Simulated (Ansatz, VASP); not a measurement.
TaN in VASP and in Ansatz

Contents of INCAR:

```
PREC     = Accurate       # precision mode
ENCUT    = 520            # plane-wave cutoff, eV
EDIFF    = 1E-6           # SCF threshold, eV
ISMEAR   = 0              # smearing method
SIGMA    = 0.15           # smearing width, eV
LREAL    = False          # projectors in reciprocal space
LASPH    = True           # aspherical terms in the spheres
NELM     = 60             # most SCF steps
ALGO     = Normal         # electronic algorithm
ISIF     = 2              # what is computed and relaxed
LWAVE    = False          # write WAVECAR
LCHARG   = True           # write CHGCAR
GGA      = PS             # functional
LELF     = True           # ELF
LVHAR    = True         
NBANDS   = 15             # bands
```

Contents of KPOINTS:

```
regular mesh
0
Gamma
  18 18 16
```

The input POSCAR:

```
TaN
1.0
    2.9606000000      0.0000000000      0.0000000000
   -1.4803000000      2.5639548105      0.0000000000
    0.0000000000      0.0000000000      2.8349000000
Ta N
1 1
Direct
    0.3333333333      0.6666666667      0.5000000000
    0.0000000000      0.0000000000      0.0000000000
```

Input for Ansatz:

```yaml
crystal:
  lattice:
    - [2.9606, 0.0, 0.0]
    - [-1.4803, 2.5639548105, 0.0]
    - [0.0, 0.0, 2.8349]
  atoms:
    - { symbol: Ta, position: [0.3333333333, 0.6666666667, 0.5] }
    - { symbol: "N", position: [0.0, 0.0, 0.0] }
basis:
  ecutwfc: 520.0
kpoints:
  mp_grid: { grid: [18, 18, 16] }
hamiltonian:
  xc: pbesol
scf:
  occupations: { method: gaussian, width: 0.15 }
output:
  forces: true
  stress: true
  eigenvalues: true
```

Alike in both runs: task single point; functional PBEsol; k mesh 18 × 18 × 16; occupations gaussian, width 0.15 eV; no spin polarisation.

```csv
,VASP,Ansatz
version,VASP 6.6.1,Ansatz 0.2.0
potentials or method,"VASP PAW PBE potentials, release 64 (Ta_pv, N), cutoff 520 eV","scalar-relativistic, plane waves, PAW"
valence electrons in the cell,16,18
```

```tsv
	VASP	Ansatz	Ansatz less VASP
gap on the k mesh at the Fermi level (eV)	none	none	-
pressure (GPa)	-2.7	-3.5	-0.79
traceless stress, the component that is largest in VASP (GPa)	10.58	10.43	-0.144
```

VASP's potentials were made for PBE, not for PBEsol. A gap of «none» marks a metal or a gap that the smearing closes. With one functional, cell and mesh, what is left measures potentials, basis and numerics. VASP's potentials hold 16 valence electrons a cell and Ansatz's 18, so a difference there can come from the potentials and not from the codes.

Spin-orbit coupling is off throughout.
